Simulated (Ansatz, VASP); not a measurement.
# BiTe: VASP beside Ansatz

The input POSCAR:

```
BiTe
1.0
    4.5978828789      0.0000000000      0.0000000000
   -2.2989414395      3.9818833768      0.0000000000
    0.0000000000      0.0000000000     24.3853891254
Te Bi
3 3
Direct
    0.3333333333      0.6666666667      0.3075612188
    0.0000000000      0.0000000000      0.4615122438
    0.6666666667      0.3333333333      0.6154632687
    0.6666666667      0.3333333333      0.3845367313
    0.3333333333      0.6666666667      0.5384877562
    0.0000000000      0.0000000000      0.6924387812
```

File INCAR.step1:

```
PREC = Accurate ; ENCUT = 520
ISMEAR = 0 ; SIGMA = 0.1
LREAL = False ; LASPH = True
NELM = 100 ; LDIPOL = True
IDIPOL = 3 ; DIPOL = 0.5 0.5 0.500
NBANDS = 40 ; GGA = PE
ALGO = Normal ; EDIFF = 1E-4
LWAVE = True ; LCHARG = False
```

The input INCAR.step2:

```
PREC = Accurate ; ENCUT = 520
EDIFF = 1E-7 ; ISMEAR = 0
SIGMA = 0.1 ; LREAL = False
LASPH = True ; NELM = 100
ALGO = Normal ; ISIF = 2
LWAVE = False ; LCHARG = False
LDIPOL = True ; IDIPOL = 3
DIPOL = 0.5 0.5 0.500 ; METAGGA = R2SCAN
LMIXTAU = True ; NBANDS = 40
ISTART = 1
```

KPOINTS

```
Automatic mesh
0
Gamma
  9 9 1
```

Input for Ansatz:

```yaml
crystal:
  lattice:
    - [4.5978828789, 0.0, 0.0]
    - [-2.2989414395, 3.9818833768, 0.0]
    - [0.0, 0.0, 24.3853891254]
  atoms:
    - { symbol: Te, position: [0.3333333333, 0.6666666667, 0.3075612188] }
    - { symbol: Bi, position: [0.6666666667, 0.3333333333, 0.3845367313] }
    - { symbol: Te, position: [0.0, 0.0, 0.4615122438] }
    - { symbol: Bi, position: [0.3333333333, 0.6666666667, 0.5384877562] }
    - { symbol: Te, position: [0.6666666667, 0.3333333333, 0.6154632687] }
    - { symbol: Bi, position: [0.0, 0.0, 0.6924387812] }
basis:
  ecutwfc: 500
kpoints:
  mp_grid: { grid: [9, 9, 1] }
hamiltonian:
  xc: r2scan
scf:
  occupations: { method: gaussian, width: 0.1 }
output:
  forces: true
  stress: true
  eigenvalues: true
  write_density: true
  write_potential: true
  elf: true
  volumetric_format: npy
efield:
  axis: 3
  dipole_correction: true
  ramp_width: 0.04
```

Alike in both runs: task single point; functional r2SCAN; k mesh 9 × 9 × 1; occupations gaussian, width 0.1 eV; no spin polarisation.

|  | VASP | Ansatz |
| --- | --- | --- |
| version | VASP 6.6.1 | Ansatz 0.2.0 |
| potentials or method | VASP PAW PBE potentials, release 64 (Te, Bi_d), cutoff 520 eV | scalar-relativistic, plane waves, PAW |
| valence electrons in the cell | 63 | 93 |

Ansatz gave:

```
gap on the k mesh at the Fermi level (eV) : none
rms of the force components (eV/Å)        : 0.401
```

What did VASP give for the same quantities?

gap on the k mesh at the Fermi level (eV): none; rms of the force components (eV/Å): 0.400.

VASP's potentials were made for PBE, not for r2SCAN. A gap of «none» marks a metal or a gap that the smearing closes. With one functional, cell and mesh, what is left measures potentials, basis and numerics. VASP's potentials hold 63 valence electrons a cell and Ansatz's 93, so a difference there can come from the potentials and not from the codes. Ansatz's warnings: xc potential rough in thin density.

Neither program's run includes spin-orbit coupling.
